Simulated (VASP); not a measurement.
# H7C24N: single point with PBE

H7C24N, a slab with vacuum:

```xyz
32
Lattice="7.5731 0.0000 0.0000 2.5244 4.3723 0.0000 0.0000 0.0000 16.6764" Properties=species:S:1:pos:R:3 pbc="T T T"
H     1.2622    0.7287    1.0000
H     3.7866    0.7287    1.0000
H     6.3109    0.7287    1.0000
H     2.5244    2.9149    1.0000
H     5.0487    2.9149    1.0000
H     7.5731    2.9149    1.0000
H     6.8060    2.5165    7.0101
C     1.2622    0.7287    2.1000
C     3.7866    0.7287    2.1000
C     6.3109    0.7287    2.1000
C     2.5244    2.9149    2.1000
C     5.0487    2.9149    2.1000
C     7.5731    2.9149    2.1000
C     0.0000    1.4574    2.6153
C     2.5244    1.4574    2.6153
C     5.0487    1.4574    2.6153
C     1.2622    3.6436    2.6153
C     3.7866    3.6436    2.6153
C     6.3109    3.6436    2.6153
C     0.0742    1.4225    4.0759
C     2.5391    1.4632    4.2912
C     5.0425    1.4647    4.3002
C     1.3010    3.6394    4.3463
C     3.7833    3.6367    4.3706
C     6.3149    3.6955    4.2025
C     0.0197   -0.0069    4.6755
C     2.5397   -0.0081    4.6243
C     5.0778    0.0214    4.5617
C     1.2937    2.1948    4.5588
C     3.8283    2.1787    4.6338
C     6.3181    2.1880    4.6897
N     6.6848    2.0821    6.0128
```

```json
{"Program": "VASP 6.6.1", "Task": "single point", "Functional": "PBE", "Potentials or basis": "VASP PAW PBE potentials, release 64 (H, C, N)", "Cutoff": "520 eV", "k mesh": "2 × 3 × 1", "Occupations": "fermi-dirac, width 0.05 eV", "Spin": "no spin polarisation", "Dipole correction": "no", "Further INCAR settings": "LREAL = Auto; ALGO = Normal; EDIFF = 1e-06; NBANDS = 76"}
```

* Largest force: 3.916 eV/Å
* Band gap on the k mesh: zero (bands 54 and 55 overlap by 0.13 eV)

Forces in eV/Å, atoms in the order of the input:
```
H    0.109 -0.088 -0.299
H   -0.037  0.078 -0.167
H   -0.025 -0.045 -0.234
H   -0.014  0.044 -0.217
H   -0.087  0.010 -0.168
H    0.085  0.032 -0.201
H   -1.074 -0.320 -2.984
C    0.022 -0.039  1.342
C    0.076  0.009  1.758
C   -0.102 -0.026  1.616
C    0.046  0.017  2.154
C   -0.071  0.031  1.976
C   -0.017  0.103  1.574
C    0.399 -0.549 -2.868
C   -0.034 -0.010 -1.341
C    0.115 -0.052 -1.285
C   -0.160  0.349 -1.395
C    0.078  0.040 -1.357
C    0.084  0.140 -1.457
C   -2.125  0.729  2.375
C    0.638 -0.196  0.842
C    0.501 -0.265 -0.939
C   -1.055  0.883 -0.134
C    1.344 -0.414  0.274
C    0.186 -1.182  0.077
C    0.145  1.274 -1.360
C   -0.101  0.667 -0.947
C   -0.214 -1.021 -0.418
C   -1.106 -0.797  0.320
C   -1.526  0.322 -0.669
C    2.593  0.963  0.511
N    1.326 -0.687  3.620
```

Levels at points of the mesh, in eV from the Fermi level:
| k point | band 51 | band 52 | band 53 | band 54 | band 55 | band 56 | band 57 | band 58 |
| --- | --- | --- | --- | --- | --- | --- | --- | --- |
| (0.00, 0.00, 0.00) | -1.03 | -0.69 | -0.29 | -0.13 | -0.11 | 0.12 | 0.47 | 2.13 |
| (0.50, 0.00, 0.00) | -1.19 | -0.74 | -0.45 | -0.16 | 0.18 | 0.26 | 0.56 | 2.48 |

Wall time 12 min on 1 thread of Intel(R) Xeon(R) Platinum 8259CL CPU @ 2.50GHz (Skylake/Cascade Lake), with other jobs on the host, peak memory 0.62 GiB.

Caveat: the k points lie up to 0.48 Å⁻¹ apart; there is no dipole correction, which matters where the two faces differ.
